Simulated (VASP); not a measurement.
CaO:

```xyz
2
Lattice="0.0000 2.3976 2.3976 2.3976 0.0000 2.3976 2.3976 2.3976 0.0000" Properties=species:S:1:pos:R:3 pbc="T T T"
Ca    0.0000    0.0000    0.0000
O     2.3976    2.3976    2.3976
```

Base run:

```yaml
Program: VASP 6.6.1
Functional: HSE06
Potentials_or_basis: VASP PAW PBE potentials, release 64 (Ca_sv, O)
Cutoff: 520 eV
k_mesh: 6 × 6 × 6
Occupations: gaussian, width 0.01 eV
Spin: no spin polarisation
```

Its results: band gap on the k mesh 5.29 eV (least direct gap 5.72 eV); pressure 1.0 GPa.

Q: The run is repeated on the same cell with these changes: functional from HSE06 to PBE; k mesh from 6 × 6 × 6 to 8 × 8 × 8. What comes out?

A: Band gap on the k mesh 3.63 eV (least direct gap 4.01 eV); pressure 3.1 GPa.

Several settings changed at once.

Caveats: the PAW data sets were made with another functional, which shifts forces and pressure a little (at least some runs); the cell stands under pressure (at least some runs).

A k mesh can miss the band edges.
